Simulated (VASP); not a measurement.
# CdS (P6_3mc) in VASP: a series of runs, part 2 of 2

VASP 6.6.1.

## 4. Single point, RPBE+D3(BJ)

Input file INCAR:

```
SYSTEM = CdS
PREC = Accurate ; ENCUT = 520
EDIFF = 1E-7 ; ISMEAR = 0
SIGMA = 0.01 ; LREAL = .False.
LASPH = .True. ; NELM = 60
ALGO = Normal ; ISIF = 2
LWAVE = .False. ; LCHARG = .False.
GGA = RP ; IVDW = 12
NBANDS = 26
```

Input file KPOINTS:

```
Automatic mesh
0
Gamma
  7 7 4
  0 0 0
```

Input file POSCAR:

```
CdS
1.0
    4.1500000000      0.0000000000      0.0000000000
   -2.0750000000      3.5940054257      0.0000000000
    0.0000000000      0.0000000000      6.7370000000
Cd S
2 2
Direct
    0.6666666667      0.3333333333      0.5000000000
    0.3333333333      0.6666666667      0.0000000000
    0.6666666667      0.3333333333      0.8750000000
    0.3333333333      0.6666666667      0.3750000000
```

Launch:

```console
> cat potpaw_PBE.64/Cd/POTCAR potpaw_PBE.64/S/POTCAR > POTCAR
> mpirun -np 1 vasp_std > vasp.out
```

Run time: 38 s. Hardware: 1 thread of Intel Xeon Platinum 8488C (Sapphire Rapids), shared host; peak memory 0.24 GiB.

It converged, with:

```yaml
Free_energy: -15.5436 eV
Pressure: -4.0 GPa
Largest_force: 0.090 eV/Å
Band_gap_on_the_k_mesh: 1.38 eV
Dispersion_energy_per_atom: -1.150 eV
```

Forces in eV/Å, atoms in the order of the input:
```
Cd   0.000  0.000 -0.090
Cd   0.000  0.000 -0.090
S    0.000  0.000  0.090
S    0.000  0.000  0.090
```

Stress tensor (GPa, compression positive):
```
-4.18  0.00  0.00
 0.00 -4.18  0.00
 0.00  0.00 -3.77
```

Levels at points of the mesh, in eV from the valence-band top:
| k point | band 15 | band 16 | band 17 | band 18 | band 19 | band 20 | band 21 | band 22 |
| --- | --- | --- | --- | --- | --- | --- | --- | --- |
| (0.00, 0.00, 0.00) | -0.75 | -0.04 | 0.00 | 0.00 | 1.38 | 2.93 | 6.56 | 6.56 |
| (0.00, 0.00, 0.50) | -0.39 | -0.39 | -0.39 | -0.39 | 2.99 | 2.99 | 6.34 | 6.34 |

Caveat: the cell stands under tension; the dispersion term is far too large for a dense solid, which distorts pressure and volume; the PAW data sets were made with another functional, which shifts forces and pressure a little.

## 5. Single point, LDA

Input file INCAR:

```
ALGO     = Normal         # electronic algorithm
EDIFF    = 1E-6           # SCF threshold, eV
ENCUT    = 520            # plane-wave cutoff, eV
ISIF     = 2              # what is computed and relaxed
ISMEAR   = 0              # smearing method
LASPH    = True           # aspherical terms in the spheres
LCHARG   = False          # write CHGCAR
LREAL    = False          # projectors in reciprocal space
LWAVE    = False          # write WAVECAR
NBANDS   = 26             # bands
NELM     = 100            # most SCF steps
PREC     = Accurate       # precision mode
SIGMA    = 0.05           # smearing width, eV
```

Input file KPOINTS:

```
k-points
0
Gamma
  7 7 4
```

POSCAR is that of step 4.

Potentials or basis: VASP PAW LDA potentials, release 64 (Cd, S).

Launch:

```console
> cat potpaw_LDA.64/Cd/POTCAR potpaw_LDA.64/S/POTCAR > POTCAR
> mpirun -np 1 vasp_std > vasp.out
```

OUTCAR:

```text
EDIFF = 1E-6
   ENCUT = 520
   ISIF = 2
   ISMEAR = 0
   LASPH = True
   LREAL = False
   NELM = 100
   PREC = Accurate

 ion  position               nearest neighbor table
   1  0.667  0.333  0.500-   3 2.53   4 2.54   4 2.54   4 2.54
   2  0.333  0.667  0.000-   4 2.53   3 2.54   3 2.54   3 2.54
   3  0.667  0.333  0.875-   1 2.53   2 2.54   2 2.54   2 2.54
   4  0.333  0.667  0.375-   2 2.53   1 2.54   1 2.54   1 2.54

  LATTYP: Found a hexagonal cell.
 ALAT       =     4.1500000000
 C/A-ratio  =     1.6233734940

  Lattice vectors:

 A1 = (   4.1500000000,   0.0000000000,   0.0000000000)
 A2 = (  -2.0750000000,   3.5940054257,   0.0000000000)
 A3 = (   0.0000000000,   0.0000000000,   6.7370000000)

Analysis of symmetry for initial positions (statically):
=====================================================================
 Subroutine PRICEL returns:
 Original cell was already a primitive cell.

 Routine SETGRP: Setting up the symmetry group for a
 hexagonal supercell.

 Subroutine GETGRP returns: Found 12 space group operations
 (whereof  6 operations were pure point group operations)
 out of a pool of 24 trial point group operations.

The static configuration has the point symmetry C_3v.
 The point group associated with its full space group is C_6v.

Analysis of symmetry for dynamics (positions and initial velocities):
=====================================================================
 Subroutine PRICEL returns:
 Original cell was already a primitive cell.

 Routine SETGRP: Setting up the symmetry group for a
 hexagonal supercell.

 Subroutine GETGRP returns: Found 12 space group operations
 (whereof  6 operations were pure point group operations)
 out of a pool of 24 trial point group operations.

The dynamic configuration has the point symmetry C_3v.
 The point group associated with its full space group is C_6v.

[... 118 lines left out ...]
   IALGO  =     38    algorithm
   IMIX   =      4    mixing-type and parameters
     AMIX     =   0.40;   BMIX     =  1.00
     AMIX_MAG =   1.60;   BMIX_MAG =  1.00
  volume/ion in A,a.u.               =      25.12       169.52
  Fermi-wavevector in a.u.,A,eV,Ry     =   1.162727  2.197236 18.394190  1.351935
  Thomas-Fermi vector in A             =   2.299285
   LORBIT       =      0    0 simple, 1 ext, 2 COOP (PROOUT), +10 PAW based schemes
   GGA     = CA    functional components
   LHFCALC =     F    Hartree Fock is set to
   AEXX    =    0.0000 exact exchange contribution
   IVDW    =     0    specifies the selected vdW correction
   LEPSILON=     F    determine dielectric tensor
   LRPA    =     F    only Hartree local field effects (RPA)
 non-spin polarized calculation
 Gauss-broadening in eV      SIGMA  =   0.05
  energy-cutoff  :      520.00
  volume of cell :      100.48
 maximum number of plane-waves:      2731
 NGX is ok and might be reduce to    32
   NGX = 15   NGY = 15   NGZ = 25

 number of electron      35.9999996 magnetization

 Free energy of the ion-electron system (eV)
  ---------------------------------------------------
  ext. energy  EPLUGINS =         0.00000000
  ---------------------------------------------------
  free energy    TOTEN  =       -14.78033269 eV

  energy without entropy =      -14.78033269  energy(sigma->0) =      -14.78033269

 E-fermi :   1.2266     XC(G=0):  -9.5252

 val. band max:        1.0138014398   @ k =   0.0000   0.0000   0.0000
 cond. band min:       1.9529382327   @ k =   0.0000   0.0000   0.0000
 fundamental gap:      0.9391367929
 Fermi energy:         1.2266205461

 k-point     1 :       0.0000    0.0000    0.0000
  band No.  band energies     occupation
      1     -11.2687      2.00000
      2     -10.8268      2.00000
      3      -6.7087      2.00000
      4      -6.6853      2.00000
      5      -6.6853      2.00000
      6      -6.6000      2.00000
[... 685 lines left out ...]
     25       9.5185      0.00000
     26       9.5185      0.00000

------------------------ aborting loop because EDIFF is reached ----------------------------------------

  FORCE on cell =-STRESS in cart. coord.  units (eV):
  Direction    XX          YY          ZZ          XY          YZ          ZX
  --------------------------------------------------------------------------------------
  -------------------------------------------------------------------------------------
  Total       -1.7280357     -1.7280357     -1.3549313      0.0000000     -0.0000000      0.0000000
  in kB      -27.5530648    -27.5530648    -21.6040163      0.0000000     -0.0000000      0.0000000
  external PRESSURE =     -25.5700486 kB  Pullay stress =       0.0000000 kB

 VOLUME and BASIS-vectors are now :
 -----------------------------------------------------------------------------
  energy-cutoff  :      520.00
  volume of cell :      100.48
      direct lattice vectors                 reciprocal lattice vectors
     4.150000000  0.000000000  0.000000000     0.240963855  0.139120547  0.000000000
    -2.075000000  3.594005426  0.000000000     0.000000000  0.278241094  0.000000000
     0.000000000  0.000000000  6.737000000     0.000000000  0.000000000  0.148434021

 POSITION                                       TOTAL-FORCE (eV/Angst)
 -----------------------------------------------------------------------------------
      2.07500      1.19800      3.36850        -0.000000      0.000000     -0.063361
     -0.00000      2.39600      0.00000         0.000000     -0.000000     -0.063361
      2.07500      1.19800      5.89487         0.000000     -0.000000      0.063361
     -0.00000      2.39600      2.52637        -0.000000      0.000000      0.063361
 -----------------------------------------------------------------------------------
    total drift:                               -0.000000     -0.000000     -0.000627

  FREE ENERGIE OF THE ION-ELECTRON SYSTEM (eV)
  ---------------------------------------------------
  free  energy   TOTEN  =       -14.7803326886 eV

  energy  without entropy=      -14.7803326886  energy(sigma->0) =      -14.78033269
```

It took 25 s on 1 thread of Intel Xeon Platinum 8488C (Sapphire Rapids), shared host; peak memory 0.2 GiB.

Results:

* Free energy: -14.7803 eV
* Pressure: -2.6 GPa
* Largest force: 0.063 eV/Å
* Band gap on the k mesh: 0.94 eV

Forces in eV/Å, atoms in the order of the input:
```
Cd   0.000  0.000 -0.063
Cd   0.000  0.000 -0.063
S    0.000  0.000  0.063
S    0.000  0.000  0.063
```

Stress tensor (GPa, compression positive):
```
-2.76  0.00  0.00
 0.00 -2.76  0.00
 0.00  0.00 -2.16
```

A hybrid or GW would open this gap; LDA tends to underestimate it.

## 6. The runs side by side

```csv
task,level,potentials or basis,cell,cutoff (eV),smearing,gap on the mesh (eV),pressure (GPa),largest force (eV/Å)
relaxation of cell and atoms,RPBE+D4,"VASP PAW PBE potentials, release 64 (Cd, S)",relaxed,600,fermi-dirac 0.05 eV,1.38,0.0,-
single point,RPBE,"VASP PAW PBE potentials, release 64 (Cd, S)",as given,520,gaussian 0.02 eV,1.38,4.6,0.07
single point,RPBE+D3(BJ),"VASP PAW PBE potentials, release 64 (Cd, S)",as given,520,gaussian 0.01 eV,1.38,-4.0,0.09
single point,LDA,"VASP PAW LDA potentials, release 64 (Cd, S)",as given,520,gaussian 0.05 eV,0.94,-2.6,0.06
```

Alike in all rows: no spin polarisation; k mesh 7 × 7 × 4.

Caveats: the PAW data sets were made with another functional, which shifts forces and pressure a little (at least some runs); the cell stands under pressure (at least some runs); the cell stands under tension (at least some runs); the dispersion term is far too large for a dense solid, which distorts pressure and volume (at least some runs).

Absolute energies hang on the potentials; compare differences alone.
